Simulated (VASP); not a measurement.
# GaAs (zinc blende type) (F-43m) in VASP: notebook

The runs below take GaAs (zinc blende type) through single point, with HSE06.

All numbers are computed with VASP 6.6.1; they aren't measurements. Logs are shortened: lines on timing, memory, paths and dates and some standing lists are left out, and cuts for length are marked.

### 1 The cell of the first run

It takes space group F-43m (No. 216, cubic). Conventional cell: a = 5.769 Å, b = 5.769 Å, c = 5.769 Å, α = 90.00°, β = 90.00°, γ = 90.00°. Within 3.3 Å of Ga (site symmetry -43m) lie 4 As at 2.50 Å. As (site symmetry -43m) has 4 Ga at 2.50 Å within 3.3 Å.

### 2 Single point, HSE06

File POSCAR:

```
GaAs
1.0
    0.0000000000      2.8845515652      2.8845515652
    2.8845515652      0.0000000000      2.8845515652
    2.8845515652      2.8845515652      0.0000000000
Ga As
1 1
Direct
    0.0000000000      0.0000000000      0.0000000000
    0.2500000000      0.2500000000      0.2500000000
```

File INCAR.step1:

```
SYSTEM = GaAs
PREC = Accurate ; ENCUT = 520
EDIFF = 1E-5 ; ISMEAR = -1
SIGMA = 0.05 ; LREAL = .FALSE.
LASPH = .TRUE. ; NELM = 100
ALGO = Normal ; ISIF = 2
LWAVE = .TRUE. ; LCHARG = .FALSE.
NBANDS = 16 ; GGA = PE
```

File INCAR.step2:

```
SYSTEM = GaAs
PREC = Accurate ; ENCUT = 520
EDIFF = 1E-6 ; ISMEAR = -1
SIGMA = 0.05 ; LREAL = .FALSE.
LASPH = .TRUE. ; NELM = 100
ALGO = Normal ; ISIF = 2
LWAVE = .FALSE. ; LCHARG = .FALSE.
GGA = PE ; LHFCALC = .TRUE.
HFSCREEN = 0.2079 ; PRECFOCK = Normal
NBANDS = 16 ; ISTART = 1
```

File KPOINTS:

```
Automatic mesh
0
G
  4 4 4
  0 0 0
```

Potentials or basis: VASP PAW PBE potentials, release 64 (Ga_d, As).

Command:

```console
cat potpaw_PBE.64/Ga_d/POTCAR potpaw_PBE.64/As/POTCAR > POTCAR
cp INCAR.step1 INCAR
mpirun -np 1 vasp_std > vasp.out
cp INCAR.step2 INCAR
mpirun -np 1 vasp_std > vasp.out
```

OUTCAR:

```text
SYSTEM = GaAs
   PREC = Accurate
   ENCUT = 520
   EDIFF = 1E-6
   ISMEAR = -1
   LREAL = .FALSE.
   LASPH = .TRUE.
   NELM = 100
   ISIF = 2
   GGA = PE
   LHFCALC = .TRUE.
   HFSCREEN = 0.2079
   PRECFOCK = Normal
   ISTART = 1

 ion  position               nearest neighbor table
   1  0.000  0.000  0.000-   2 2.50   2 2.50   2 2.50   2 2.50
   2  0.250  0.250  0.250-   1 2.50   1 2.50   1 2.50   1 2.50

  LATTYP: Found a face centered cubic cell.
 ALAT       =     5.7691031304

  Lattice vectors:

 A1 = (   0.0000000000,   2.8845515652,   2.8845515652)
 A2 = (   2.8845515652,   0.0000000000,   2.8845515652)
 A3 = (   2.8845515652,   2.8845515652,   0.0000000000)

Analysis of symmetry for initial positions (statically):
=====================================================================
 Subroutine PRICEL returns:
 Original cell was already a primitive cell.

 Routine SETGRP: Setting up the symmetry group for a
 face centered cubic supercell.

 Subroutine GETGRP returns: Found 24 space group operations
 (whereof 24 operations were pure point group operations)
 out of a pool of 48 trial point group operations.

The static configuration has the point symmetry T_d .

Analysis of symmetry for dynamics (positions and initial velocities):
=====================================================================
 Subroutine PRICEL returns:
 Original cell was already a primitive cell.

 Routine SETGRP: Setting up the symmetry group for a
 face centered cubic supercell.

 Subroutine GETGRP returns: Found 24 space group operations
 (whereof 24 operations were pure point group operations)
 out of a pool of 48 trial point group operations.

The dynamic configuration has the point symmetry T_d .

 Subroutine INISYM returns: Found 24 space group operations
 (whereof 24 operations are pure point group operations),
 and found     1 'primitive' translations

----------------------------------------------------------------------------------------

                                     Primitive cell

  volume of cell :      48.0026

  direct lattice vectors                    reciprocal lattice vectors
     0.000000000  2.884551565  2.884551565    -0.173337168  0.173337168  0.173337168
     2.884551565  0.000000000  2.884551565     0.173337168 -0.173337168  0.173337168
     2.884551565  2.884551565  0.000000000     0.173337168  0.173337168 -0.173337168

  length of vectors
     4.079371945  4.079371945  4.079371945     0.300228782  0.300228782  0.300228782

  position of ions in fractional coordinates (direct lattice)
     0.000000000  0.000000000  0.000000000
     0.250000000  0.250000000  0.250000000

  ion indices of the primitive-cell ions
   primitive index   ion index
                 1           1
                 2           2

----------------------------------------------------------------------------------------

 KPOINTS: Automatic mesh

Automatic generation of k-mesh.
 Grid dimensions read from file:
 generate k-points for:    4    4    4

 Generating k-lattice:

  Cartesian coordinates                     Fractional coordinates (reciprocal lattice)
    -0.043334292  0.043334292  0.043334292     0.250000000  0.000000000  0.000000000
     0.043334292 -0.043334292  0.043334292     0.000000000  0.250000000  0.000000000
     0.043334292  0.043334292 -0.043334292     0.000000000  0.000000000  0.250000000

  Length of vectors
     0.075057196  0.075057196  0.075057196

  Shift w.r.t. Gamma in fractional coordinates (k-lattice)
     0.000000000  0.000000000  0.000000000

 Subroutine IBZKPT returns following result:
 ===========================================

 Found      8 irreducible k-points:

 Following reciprocal coordinates:
            Coordinates               Weight
  0.000000  0.000000  0.000000      1.000000
  0.250000  0.000000  0.000000      8.000000
  0.500000  0.000000  0.000000      4.000000
  0.250000  0.250000  0.000000      6.000000
  0.500000  0.250000  0.000000     24.000000
 -0.250000  0.250000  0.000000     12.000000
  0.500000  0.500000  0.000000      3.000000
 -0.250000  0.500000  0.250000      6.000000
   k-points           NKPTS =      8   k-points in BZ     NKDIM =     64   number of bands    NBANDS=     16
   number of dos      NEDOS =    301   number of ions     NIONS =      2
   total plane-waves  NPLWV =  27000
   dimension x,y,z NGX =    30 NGY =   30 NGZ =   30
   dimension x,y,z NGXF=    60 NGYF=   60 NGZF=   60
   ions per type =               1   1
   NGX,Y,Z   is equivalent  to a cutoff of  12.23, 12.23, 12.23 a.u.
   NGXF,Y,Z  is equivalent  to a cutoff of  24.45, 24.45, 24.45 a.u.
 SYSTEM =  GaAs
   PREC   = accura    normal or accurate (medium, high low for compatibility)
   ISTART =      1    job   : 0-new  1-cont  2-samecut
   ICHARG =      0    charge: 1-file 2-atom 10-const
   ISPIN  =      1    spin polarized calculation?
   LNONCOLLINEAR =      F non collinear calculations
   LSORBIT =      F    spin-orbit coupling
   LASPH  =      T    aspherical Exc in radial PAW
   ENCUT  =  520.0 eV  38.22 Ry    6.18 a.u.   7.58  7.58  7.58*2*pi/ulx,y,z
   NELM   =    100;   NELMIN=  2; NELMDL=  0     # of ELM steps
   EDIFF  = 0.1E-05   stopping-criterion for ELM
   LREAL  =      F    real-space projection
   EDIFFG = 0.1E-04   stopping-criterion for IOM
   NSW    =      0    number of steps for IOM
   IBRION =     -1    ionic relax: 0-MD 1-quasi-New 2-CG
   NFREE  =      0    steps in history (QN), initial steepest desc. (CG)
   ISIF   =      2    stress and relaxation
   ISYM   =      3    0-nonsym 1-usesym 2-fastsym
   POTIM  = 0.5000    time-step for ionic-motion
   TEBEG  =    0.0;   TEEND  =   0.0 temperature during run
   PSTRESS=    0.0 pullay stress
   NELECT =      18.0000    total number of electrons
   NUPDOWN=      -1.0000    fix difference up-down
   EMIN   =  10.00;   EMAX   =-10.00  energy-range for DOS
   EFERMI =   0.00;   METHOD = LEGACY
   ISMEAR =    -1;   SIGMA  =   0.05  broadening in eV -4-tet -1-fermi 0-gaus
   EFERMI_NEDOS =   21; number of points for ismear=-14 and -15
   IALGO  =     38    algorithm
   IMIX   =      1    mixing-type and parameters
     AMIX     =   0.40;   BMIX     =  1.00
     AMIX_MAG =   1.60;   BMIX_MAG =  1.00
  volume/ion in A,a.u.               =      24.00       161.97
  Fermi-wavevector in a.u.,A,eV,Ry     =   1.180531  2.230880 18.961803  1.393653
  Thomas-Fermi vector in A             =   2.316822
   LORBIT       =      0    0 simple, 1 ext, 2 COOP (PROOUT), +10 PAW based schemes
   GGA     = PE    functional components
   LHFCALC =     T    Hartree Fock is set to
   PRECFOCK=normal    Normal, Fast or Accurate (Low or Medium for compatibility)
   ENCUT4O =  -1.0   cutoff for four orbital integrals eV
   NKREDX  =     1    reduce k-point grid by
   NKREDY  =     1    reduce k-point grid by
   NKREDZ  =     1    reduce k-point grid by
   AEXX    =    0.2500 exact exchange contribution
   HFSCREEN=    0.2079 screening length (either q_TF or 0.3 A-1)
   HFSCREENC=   0.2079 screening length for correlation (either q_TF or 0.3 A-1)
   ENCUTFOCK=  -1.0 apply spherical cutoff to Coloumb kernel
   IVDW    =     0    specifies the selected vdW correction
   LEPSILON=     F    determine dielectric tensor
   LRPA    =     F    only Hartree local field effects (RPA)
 non-spin polarized calculation
  energy-cutoff  :      520.00
  volume of cell :       48.00
 maximum number of plane-waves:      1308
  NGX = 24; NGY = 24; NGZ = 24

 number of electron      17.9999995 magnetization

 Free energy of the ion-electron system (eV)
  ---------------------------------------------------
  ext. energy  EPLUGINS =         0.00000000
  ---------------------------------------------------
  free energy    TOTEN  =        -9.69553626 eV

  energy without entropy =       -9.69553229  energy(sigma->0) =       -9.69553428

 E-fermi :   3.4862     XC(G=0):  -7.7369

 val. band max:        2.9798951956   @ k =   0.0000   0.0000   0.0000
 cond. band min:       3.9376135371   @ k =   0.0000   0.0000   0.0000
 fundamental gap:      0.9577183415
 Fermi energy:         3.4862209552

 k-point     1 :       0.0000    0.0000    0.0000
  band No.  band energies     occupation
      1     -14.3447      2.00000
      2     -14.3447      2.00000
      3     -14.3447      2.00000
      4     -14.2772      2.00000
      5     -14.2772      2.00000
      6     -10.5099      2.00000
[... 8 lines left out ...]
     15      13.9016      0.00000
     16      13.9016      0.00000

 k-point     2 :       0.2500    0.0000    0.0000
  band No.  band energies     occupation
      1     -14.3650      2.00000
      2     -14.3364      2.00000
      3     -14.3364      2.00000
      4     -14.2771      2.00000
      5     -14.2771      2.00000
      6      -9.8240      2.00000
[... 8 lines left out ...]
     15      12.8170      0.00000
     16      12.8170      0.00000

 k-point     3 :       0.5000    0.0000    0.0000
  band No.  band energies     occupation
      1     -14.3845      2.00000
      2     -14.3298      2.00000
      3     -14.3298      2.00000
      4     -14.2752      2.00000
      5     -14.2752      2.00000
      6      -8.7745      2.00000
[... 8 lines left out ...]
     15      15.6929      0.00000
     16      15.6929      0.00000

 k-point     4 :       0.2500    0.2500    0.0000
  band No.  band energies     occupation
      1     -14.3794      2.00000
      2     -14.3273      2.00000
      3     -14.3273      2.00000
      4     -14.2846      2.00000
      5     -14.2727      2.00000
      6      -9.5849      2.00000
[... 8 lines left out ...]
     15      14.9274      0.00000
     16      15.1724      0.00000

 k-point     5 :       0.5000    0.2500    0.0000
  band No.  band energies     occupation
      1     -14.3946      2.00000
      2     -14.3220      2.00000
      3     -14.3190      2.00000
      4     -14.2846      2.00000
      5     -14.2725      2.00000
      6      -8.4768      2.00000
[... 8 lines left out ...]
     15      15.8253      0.00000
     16      16.3284      0.00000

 k-point     6 :      -0.2500    0.2500    0.0000
  band No.  band energies     occupation
      1     -14.3841      2.00000
      2     -14.3270      2.00000
      3     -14.3265      2.00000
      4     -14.2784      2.00000
      5     -14.2771      2.00000
      6      -8.8838      2.00000
[... 8 lines left out ...]
     15      14.1554      0.00000
     16      16.4299      0.00000

 k-point     7 :       0.5000    0.5000    0.0000
  band No.  band energies     occupation
      1     -14.4098      2.00000
      2     -14.3094      2.00000
      3     -14.3094      2.00000
      4     -14.2937      2.00000
      5     -14.2682      2.00000
      6      -8.0329      2.00000
[... 8 lines left out ...]
     15      16.9845      0.00000
     16      17.0975      0.00000

 k-point     8 :      -0.2500    0.5000    0.2500
  band No.  band energies     occupation
      1     -14.3991      2.00000
      2     -14.3224      2.00000
      3     -14.3113      2.00000
      4     -14.2852      2.00000
      5     -14.2741      2.00000
      6      -7.9866      2.00000
[... 8 lines left out ...]
     15      15.9970      0.00000
     16      17.0535      0.00000

------------------------ aborting loop because EDIFF is reached ----------------------------------------

  FORCE on cell =-STRESS in cart. coord.  units (eV):
  Direction    XX          YY          ZZ          XY          YZ          ZX
  --------------------------------------------------------------------------------------
  -------------------------------------------------------------------------------------
  Total       -0.8589576     -0.8589576     -0.8589576     -0.0000000      0.0000000      0.0000000
  in kB      -28.6693211    -28.6693211    -28.6693211     -0.0000000      0.0000000      0.0000000
  external PRESSURE =     -28.6693211 kB  Pullay stress =       0.0000000 kB

 VOLUME and BASIS-vectors are now :
 -----------------------------------------------------------------------------
  energy-cutoff  :      520.00
  volume of cell :       48.00
      direct lattice vectors                 reciprocal lattice vectors
     0.000000000  2.884551565  2.884551565    -0.173337168  0.173337168  0.173337168
     2.884551565  0.000000000  2.884551565     0.173337168 -0.173337168  0.173337168
     2.884551565  2.884551565  0.000000000     0.173337168  0.173337168 -0.173337168

 POSITION                                       TOTAL-FORCE (eV/Angst)
 -----------------------------------------------------------------------------------
      0.00000      0.00000      0.00000        -0.000000     -0.000000     -0.000000
      1.44228      1.44228      1.44228         0.000000      0.000000      0.000000
 -----------------------------------------------------------------------------------
    total drift:                               -0.000053     -0.000062     -0.000045

  FREE ENERGIE OF THE ION-ELECTRON SYSTEM (eV)
  ---------------------------------------------------
  free  energy   TOTEN  =        -9.6955362596 eV

  energy  without entropy=       -9.6955322929  energy(sigma->0) =       -9.69553428
```

It took 6.9 min on 1 thread of AMD EPYC 7R13 (Zen 3), shared host; peak memory 0.24 GiB.

What came out:

* Free energy: -9.6955 eV
* Pressure: -2.9 GPa
* Band gap on the k mesh: 0.96 eV, direct

Levels at points of the mesh, in eV from the valence-band top:
```tsv
k point	band 5	band 6	band 7	band 8	band 9	band 10	band 11	band 12	band 13	band 14
(0.00, 0.00, 0.00)	-17.26	-13.49	0.00	0.00	0.00	0.96	4.52	4.52	4.52	8.38
(0.50, 0.00, 0.00)	-17.26	-11.75	-6.85	-1.13	-1.13	1.60	5.43	5.43	8.59	11.13
(0.50, 0.50, 0.00)	-17.25	-11.01	-7.08	-2.68	-2.68	2.19	2.37	11.01	11.01	11.69
```

Caveat: the k points lie up to 0.47 Å⁻¹ apart; the PAW data sets were made with another functional, which shifts forces and pressure a little.

### 3 Single point, HSE06

POSCAR is that of step 2.

File INCAR.step1:

```
PREC = Accurate
ENCUT = 520
EDIFF = 1E-5
ISMEAR = -1
SIGMA = 0.05
LREAL = F
LASPH = T
NELM = 100
ALGO = Normal
ISIF = 2
LWAVE = T
LCHARG = F
GGA = PE
NBANDS = 16
```

File INCAR.step2:

```
PREC = Accurate
ENCUT = 520
EDIFF = 1E-7
ISMEAR = -1
SIGMA = 0.05
LREAL = F
LASPH = T
NELM = 100
ALGO = Normal
ISIF = 2
LWAVE = F
LCHARG = F
GGA = PE
LHFCALC = T
HFSCREEN = 0.2079
PRECFOCK = Normal
ISTART = 1
NBANDS = 16
```

File KPOINTS:

```
Automatic mesh
0
Gamma
  4 4 4
```

Potentials or basis: VASP PAW PBE potentials, release 64 (Ga_d, As).

Command:

```console
cat potpaw_PBE.64/Ga_d/POTCAR potpaw_PBE.64/As/POTCAR > POTCAR
cp INCAR.step1 INCAR
mpirun -np 1 vasp_std > vasp.out
cp INCAR.step2 INCAR
mpirun -np 1 vasp_std > vasp.out
```

Run time: 8.1 min. Hardware: 1 thread of AMD EPYC 7R13 (Zen 3), shared host; peak memory 0.25 GiB.

The run converged. Its results:

```
Free energy            : -9.6955 eV
Pressure               : -2.9 GPa
Band gap on the k mesh : 0.96 eV, direct
```

Levels at points of the mesh, in eV from the valence-band top:
| k point | band 6 | band 7 | band 8 | band 9 | band 10 | band 11 | band 12 | band 13 |
| --- | --- | --- | --- | --- | --- | --- | --- | --- |
| (0.00, 0.00, 0.00) | -13.49 | 0.00 | 0.00 | 0.00 | 0.96 | 4.52 | 4.52 | 4.52 |
| (0.50, 0.00, 0.00) | -11.75 | -6.85 | -1.13 | -1.13 | 1.60 | 5.43 | 5.43 | 8.59 |
| (0.50, 0.50, 0.00) | -11.01 | -7.08 | -2.68 | -2.68 | 2.19 | 2.37 | 11.01 | 11.01 |

Caveat: the k points lie up to 0.47 Å⁻¹ apart; the PAW data sets were made with another functional, which shifts forces and pressure a little.
